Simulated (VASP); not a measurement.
# Si (P6_3/mmc) in VASP: a series of runs

The runs below take Si through relaxation of the atoms, with r2SCAN.

Program: VASP 6.6.1. These are calculated values, not measurements. Logs are shortened: lines on timing, memory, paths and dates and some standing lists are left out, and cuts for length are marked.

## (1) The cell of the first run

The structure is hexagonal, space group P6_3/mmc (No. 194). The conventional cell has a = 3.813 Å, b = 3.813 Å, c = 6.310 Å, α = 90.00°, β = 90.00°, γ = 120.00°. Si (site symmetry 3m) has 4 Si at 2.34 to 2.36 Å within 3.1 Å.

This isn't the form of Si at room conditions, which is diamond.

## (2) Relaxation of the atoms, r2SCAN (19.86 Å³/atom)

POSCAR reads:

```
Si
1.0
    3.8128813411      0.0000000000      0.0000000000
   -1.9064406705      3.3020521030      0.0000000000
    0.0000000000      0.0000000000      6.3098786945
Si
4
Direct
    0.3333333333      0.6666666667      0.0630711931
    0.6666666667      0.3333333333      0.5630711931
    0.3333333333      0.6666666667      0.4369288069
    0.6666666667      0.3333333333      0.9369288069
```

INCAR.step1 reads:

```
PREC = Accurate
ENCUT = 520
ISMEAR = 0
SIGMA = 0.01
LREAL = F
LASPH = T
NELM = 100
GGA = PE
ALGO = Normal
EDIFF = 1E-4
LWAVE = T
LCHARG = F
```

INCAR.step2 reads:

```
PREC = Accurate
ENCUT = 520
EDIFF = 1E-7
ISMEAR = 0
SIGMA = 0.01
LREAL = F
LASPH = T
NELM = 100
ALGO = Normal
ISIF = 2
LWAVE = F
LCHARG = F
METAGGA = R2SCAN
LMIXTAU = T
IBRION = 2
NSW = 100
EDIFFG = -0.002
ISTART = 1
```

KPOINTS reads:

```
Automatic mesh
0
Gamma
  6 6 4
```

Potentials or basis: VASP PAW PBE potentials, release 64 (Si).

Launch:

```bash
$ cat potpaw_PBE.64/Si/POTCAR > POTCAR
$ cp INCAR.step1 INCAR
$ mpirun -np 1 vasp_std > vasp.out
$ cp INCAR.step2 INCAR
$ mpirun -np 1 vasp_std > vasp.out
```

OUTCAR:

```text
PREC = Accurate
   ENCUT = 520
   EDIFF = 1E-7
   ISMEAR = 0
   LREAL = F
   LASPH = T
   NELM = 100
   ISIF = 2
   METAGGA = R2SCAN
   IBRION = 2
   NSW = 100
   EDIFFG = -0.002
   ISTART = 1

 ion  position               nearest neighbor table
   1  0.333  0.667  0.063-   4 2.34   4 2.34   4 2.34   3 2.36
   2  0.667  0.333  0.563-   3 2.34   3 2.34   3 2.34   4 2.36
   3  0.333  0.667  0.437-   2 2.34   2 2.34   2 2.34   1 2.36
   4  0.667  0.333  0.937-   1 2.34   1 2.34   1 2.34   2 2.36

  LATTYP: Found a hexagonal cell.
 ALAT       =     3.8128813411
 C/A-ratio  =     1.6548846214

  Lattice vectors:

 A1 = (   3.8128813411,   0.0000000000,   0.0000000000)
 A2 = (  -1.9064406705,   3.3020521030,   0.0000000000)
 A3 = (   0.0000000000,   0.0000000000,   6.3098786945)

Analysis of symmetry for initial positions (statically):
=====================================================================
 Subroutine PRICEL returns:
 Original cell was already a primitive cell.

 Routine SETGRP: Setting up the symmetry group for a
 hexagonal supercell.

 Subroutine GETGRP returns: Found 24 space group operations
 (whereof 12 operations were pure point group operations)
 out of a pool of 24 trial point group operations.

The static configuration has the point symmetry D_3d.
 The point group associated with its full space group is D_6h.

Analysis of symmetry for dynamics (positions and initial velocities):
=====================================================================
 Subroutine PRICEL returns:
 Original cell was already a primitive cell.

 Routine SETGRP: Setting up the symmetry group for a
 hexagonal supercell.

 Subroutine GETGRP returns: Found 24 space group operations
 (whereof 12 operations were pure point group operations)
 out of a pool of 24 trial point group operations.

The dynamic configuration has the point symmetry D_3d.
 The point group associated with its full space group is D_6h.

 Subroutine INISYM returns: Found 24 space group operations
 (whereof 12 operations are pure point group operations),
 and found     1 'primitive' translations

----------------------------------------------------------------------------------------

                                     Primitive cell

  volume of cell :      79.4435

  direct lattice vectors                    reciprocal lattice vectors
     3.812881341  0.000000000  0.000000000     0.262268849  0.151420990  0.000000000
    -1.906440671  3.302052103  0.000000000     0.000000000  0.302841981  0.000000000
     0.000000000  0.000000000  6.309878695     0.000000000  0.000000000  0.158481652

  length of vectors
     3.812881341  3.812881341  6.309878695     0.302841981  0.302841981  0.158481652

  position of ions in fractional coordinates (direct lattice)
     0.333333333  0.666666667  0.063071193
     0.666666667  0.333333333  0.563071193
     0.333333333  0.666666667  0.436928807
     0.666666667  0.333333333  0.936928807

  ion indices of the primitive-cell ions
   primitive index   ion index
                 1           1
                 2           2
                 3           3
                 4           4

----------------------------------------------------------------------------------------

 KPOINTS: Automatic mesh

Automatic generation of k-mesh.
 Grid dimensions read from file:
 generate k-points for:    6    6    4

 Generating k-lattice:

  Cartesian coordinates                     Fractional coordinates (reciprocal lattice)
     0.043711475  0.025236832  0.000000000     0.166666667  0.000000000  0.000000000
     0.000000000  0.050473663  0.000000000     0.000000000  0.166666667  0.000000000
[... 71 lines left out ...]
   IALGO  =     38    algorithm
   IMIX   =      4    mixing-type and parameters
     AMIX     =   0.40;   BMIX     =  1.00
     AMIX_MAG =   1.60;   BMIX_MAG =  1.00
  volume/ion in A,a.u.               =      19.86       134.03
  Fermi-wavevector in a.u.,A,eV,Ry     =   0.959611  1.813403 12.528981  0.920854
  Thomas-Fermi vector in A             =   2.088823
   LORBIT       =      0    0 simple, 1 ext, 2 COOP (PROOUT), +10 PAW based schemes
   METAGGA = R2SCAN    functional components
   LHFCALC =     F    Hartree Fock is set to
   AEXX    =    0.0000 exact exchange contribution
   IVDW    =     0    specifies the selected vdW correction
   LEPSILON=     F    determine dielectric tensor
   LRPA    =     F    only Hartree local field effects (RPA)
 conjugate gradient relaxation of ions
 non-spin polarized calculation
 Gauss-broadening in eV      SIGMA  =   0.01
  energy-cutoff  :      520.00
  volume of cell :       79.44
 maximum number of plane-waves:      2156
   NGX = 15   NGY = 15   NGZ = 23

--------------------------------------- Ionic step        1  -------------------------------------------

 number of electron      15.9999999 magnetization

 Free energy of the ion-electron system (eV)
  ---------------------------------------------------
  ext. energy  EPLUGINS =         0.00000000
  ---------------------------------------------------
  free energy    TOTEN  =       -35.02083214 eV

  energy without entropy =      -35.02083214  energy(sigma->0) =      -35.02083214

------------------------ aborting loop because EDIFF is reached ----------------------------------------

  FORCE on cell =-STRESS in cart. coord.  units (eV):
  Direction    XX          YY          ZZ          XY          YZ          ZX
  --------------------------------------------------------------------------------------
  -------------------------------------------------------------------------------------
  Total        0.6971799      0.6971799      0.5792684      0.0000000      0.0000000      0.0000000
  in kB       14.0603850     14.0603850     11.6824036      0.0000000      0.0000000      0.0000000
  external PRESSURE =      13.2677245 kB  Pullay stress =       0.0000000 kB

 VOLUME and BASIS-vectors are now :
 -----------------------------------------------------------------------------
  energy-cutoff  :      520.00
  volume of cell :       79.44
      direct lattice vectors                 reciprocal lattice vectors
     3.812881341  0.000000000  0.000000000     0.262268849  0.151420990  0.000000000
    -1.906440671  3.302052103  0.000000000     0.000000000  0.302841981  0.000000000
     0.000000000  0.000000000  6.309878695     0.000000000  0.000000000  0.158481652

 POSITION                                       TOTAL-FORCE (eV/Angst)
 -----------------------------------------------------------------------------------
     -0.00000      2.20137      0.39797         0.000000      0.000000     -0.003641
      1.90644      1.10068      3.55291        -0.000000      0.000000     -0.003641
     -0.00000      2.20137      2.75697         0.000000     -0.000000      0.003641
      1.90644      1.10068      5.91191        -0.000000      0.000000      0.003641
 -----------------------------------------------------------------------------------
    total drift:                               -0.000000      0.000000     -0.000000

  FREE ENERGIE OF THE ION-ELECTRON SYSTEM (eV)
  ---------------------------------------------------
  free  energy   TOTEN  =       -35.0208321400 eV

  energy  without entropy=      -35.0208321400  energy(sigma->0) =      -35.02083214

--------------------------------------- Ionic step        2  -------------------------------------------

 number of electron      15.9999999 magnetization

 Free energy of the ion-electron system (eV)
  ---------------------------------------------------
  ext. energy  EPLUGINS =         0.00000000
  ---------------------------------------------------
  free energy    TOTEN  =       -35.02083313 eV

  energy without entropy =      -35.02083313  energy(sigma->0) =      -35.02083313

 E-fermi :   6.1844     XC(G=0):  -9.8811

 val. band max:        6.1010251091   @ k =   0.0000   0.0000   0.0000
 cond. band min:       6.6915997900   @ k =   0.5000  -0.0000   0.0000
 fundamental gap:      0.5905746809
 Fermi energy:         6.1844370315

 k-point     1 :       0.0000    0.0000    0.0000
  band No.  band energies     occupation
      1      -6.7742      2.00000
      2      -4.3450      2.00000
      3      -1.5012      2.00000
      4       4.4739      2.00000
      5       4.4739      2.00000
      6       5.7162      2.00000
      7       6.1010      2.00000
      8       6.1010      2.00000
      9       7.5227      0.00000
     10       8.2652      0.00000
     11       8.2652      0.00000
     12       8.6640      0.00000
[... 286 lines left out ...]
 k-point    21 :       0.3333    0.3333    0.5000
  band No.  band energies     occupation
      1      -3.0993      2.00000
      2      -3.0993      2.00000
      3      -1.6874      2.00000
      4      -1.6874      2.00000
      5       1.3475      2.00000
      6       1.3475      2.00000
      7       3.9536      2.00000
      8       3.9536      2.00000
      9       7.9387      0.00000
     10       7.9387      0.00000
     11       9.9738      0.00000
     12       9.9738      0.00000

------------------------ aborting loop because EDIFF is reached ----------------------------------------

  FORCE on cell =-STRESS in cart. coord.  units (eV):
  Direction    XX          YY          ZZ          XY          YZ          ZX
  --------------------------------------------------------------------------------------
  -------------------------------------------------------------------------------------
  Total        0.7013272      0.7013272      0.5724822      0.0000000      0.0000000      0.0000000
  in kB       14.1440251     14.1440251     11.5455417      0.0000000      0.0000000      0.0000000
  external PRESSURE =      13.2778640 kB  Pullay stress =       0.0000000 kB

 VOLUME and BASIS-vectors are now :
 -----------------------------------------------------------------------------
  energy-cutoff  :      520.00
  volume of cell :       79.44
      direct lattice vectors                 reciprocal lattice vectors
     3.812881341  0.000000000  0.000000000     0.262268849  0.151420990  0.000000000
    -1.906440671  3.302052103  0.000000000     0.000000000  0.302841981  0.000000000
     0.000000000  0.000000000  6.309878695     0.000000000  0.000000000  0.158481652

 POSITION                                       TOTAL-FORCE (eV/Angst)
 -----------------------------------------------------------------------------------
     -0.00000      2.20137      0.39780         0.000000      0.000000      0.001261
      1.90644      1.10068      3.55274         0.000000      0.000000      0.001261
     -0.00000      2.20137      2.75714        -0.000000     -0.000000     -0.001261
      1.90644      1.10068      5.91208        -0.000000      0.000000     -0.001261
 -----------------------------------------------------------------------------------
    total drift:                               -0.000000      0.000000     -0.000000

  FREE ENERGIE OF THE ION-ELECTRON SYSTEM (eV)
  ---------------------------------------------------
  free  energy   TOTEN  =       -35.0208331303 eV

  energy  without entropy=      -35.0208331303  energy(sigma->0) =      -35.02083313

 reached required accuracy - stopping structural energy minimisation
```

It took 62 s on 1 thread of Intel Xeon Platinum 8488C (Sapphire Rapids), shared host; peak memory 0.19 GiB.

Results:

```
Free energy               : -35.0208 eV
Energy gained by relaxing : 0.0 meV/atom
Ionic steps               : 2
Pressure after relaxing   : 1.3 GPa
Band gap on the k mesh    : 0.59 eV (least direct gap 1.42 eV)
```

Stress tensor (GPa, compression positive):
```
1.41 0.00 0.00
0.00 1.41 0.00
0.00 0.00 1.15
```

Final structure:
```
CELL_PARAMETERS angstrom
3.81288 0.00000 0.00000
-1.90644 3.30205 0.00000
0.00000 0.00000 6.30988
ATOMIC_POSITIONS crystal
Si 0.33333 0.66667 0.06304
Si 0.66667 0.33333 0.56304
Si 0.33333 0.66667 0.43696
Si 0.66667 0.33333 0.93696
```

Levels at points of the mesh, in eV from the valence-band top:
| k point | band 4 | band 5 | band 6 | band 7 | band 8 | band 9 | band 10 | band 11 | band 12 |
| --- | --- | --- | --- | --- | --- | --- | --- | --- | --- |
| (0.00, 0.00, 0.00) | -1.63 | -1.63 | -0.38 | 0.00 | 0.00 | 1.42 | 2.16 | 2.16 | 2.56 |
| (0.50, 0.00, 0.00) | -6.27 | -4.94 | -3.27 | -3.16 | -1.55 | 0.59 | 2.67 | 3.22 | 3.33 |
| (0.00, 0.00, 0.50) | -4.44 | -0.99 | -0.99 | -0.99 | -0.99 | 2.20 | 2.20 | 3.20 | 3.20 |
| (0.50, 0.00, 0.50) | -7.63 | -2.61 | -2.61 | -2.59 | -2.59 | 1.15 | 1.15 | 1.87 | 1.87 |

Caveat: the PAW data sets were made with another functional, which shifts forces and pressure a little. A k mesh can miss the band edges.

## (3) Relaxation of the atoms, r2SCAN

POSCAR is that of step 2.

INCAR.step1 reads:

```
PREC = Accurate ; ENCUT = 520
ISMEAR = -4 ; SIGMA = 0.1
LREAL = F ; LASPH = T
NELM = 100 ; GGA = PE
ALGO = Normal ; EDIFF = 1E-4
LWAVE = T ; LCHARG = F
```

INCAR.step2 reads:

```
PREC = Accurate ; ENCUT = 520
EDIFF = 1E-7 ; ISMEAR = -4
SIGMA = 0.1 ; LREAL = F
LASPH = T ; NELM = 100
ALGO = Normal ; ISIF = 2
LWAVE = F ; LCHARG = F
METAGGA = R2SCAN ; LMIXTAU = T
IBRION = 2 ; NSW = 100
EDIFFG = -0.002 ; ISTART = 1
```

KPOINTS reads:

```
regular mesh
0
Gamma
  6 6 4
```

Potentials or basis: VASP PAW PBE potentials, release 64 (Si).

Launch:

```bash
$ cat potpaw_PBE.64/Si/POTCAR > POTCAR
$ cp INCAR.step1 INCAR
$ mpirun -np 1 vasp_std > vasp.out
$ cp INCAR.step2 INCAR
$ mpirun -np 1 vasp_std > vasp.out
```

It took 60 s on 1 thread of Intel Xeon Platinum 8488C (Sapphire Rapids), shared host; peak memory 0.2 GiB.

Results (log left out):

```
Free energy               : -35.0208 eV
Energy gained by relaxing : 0.0 meV/atom
Ionic steps               : 2
Pressure after relaxing   : 1.3 GPa
Band gap on the k mesh    : 0.59 eV (least direct gap 1.42 eV)
```

Stress tensor (GPa, compression positive):
```
1.41 0.00 0.00
0.00 1.41 0.00
0.00 0.00 1.15
```

Final structure:
```yaml
crystal:
  lattice:
    - [3.81288, 0.00000, 0.00000]
    - [-1.90644, 3.30205, 0.00000]
    - [0.00000, 0.00000, 6.30988]
  atoms:
    - { symbol: Si, position: [0.33333, 0.66667, 0.06304] }
    - { symbol: Si, position: [0.66667, 0.33333, 0.56304] }
    - { symbol: Si, position: [0.33333, 0.66667, 0.43696] }
    - { symbol: Si, position: [0.66667, 0.33333, 0.93696] }
```

Levels at points of the mesh, in eV from the valence-band top:
| k point | band 4 | band 5 | band 6 | band 7 | band 8 | band 9 | band 10 | band 11 | band 12 |
| --- | --- | --- | --- | --- | --- | --- | --- | --- | --- |
| (0.00, 0.00, 0.00) | -1.63 | -1.63 | -0.38 | 0.00 | 0.00 | 1.42 | 2.16 | 2.16 | 2.56 |
| (0.50, 0.00, 0.00) | -6.27 | -4.94 | -3.27 | -3.16 | -1.55 | 0.59 | 2.67 | 3.22 | 3.33 |
| (0.00, 0.00, 0.50) | -4.44 | -0.99 | -0.99 | -0.99 | -0.99 | 2.20 | 2.20 | 3.20 | 3.20 |
| (0.50, 0.00, 0.50) | -7.63 | -2.61 | -2.61 | -2.59 | -2.59 | 1.15 | 1.15 | 1.87 | 1.87 |

Caveat: the PAW data sets were made with another functional, which shifts forces and pressure a little. A k mesh can miss the band edges.
